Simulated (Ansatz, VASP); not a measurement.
**MgS: VASP beside Ansatz**

```xyz
2
Lattice="0.0000 2.6352 2.6352 2.6352 0.0000 2.6352 2.6352 2.6352 0.0000" Properties=species:S:1:pos:R:3 pbc="T T T"
Mg    0.0000    0.0000    0.0000
S     2.6352    2.6352    2.6352
```

Alike in both runs: task single point; functional revPBE; k mesh 8 × 8 × 8; occupations gaussian, width 0.05 eV; no spin polarisation.

|  | VASP | Ansatz |
| --- | --- | --- |
| version | VASP 6.6.1 | Ansatz 0.2.0 |
| potentials or method | VASP PAW PBE potentials, release 64 (Mg, S), cutoff 600 eV | scalar-relativistic, plane waves, PAW |
| valence electrons in the cell | 8 | 16 |

```csv
,VASP,Ansatz,Ansatz less VASP
gap on the k mesh at the Fermi level (eV),2.81,2.84,+0.028
least direct gap on the mesh (eV),3.54,3.56,+0.019
pressure (GPa),-0.3,0.0,+0.33
```

VASP's potentials were made for PBE, not for revPBE. VASP's potentials hold 8 valence electrons a cell and Ansatz's 16, so a difference there can come from the potentials and not from the codes.
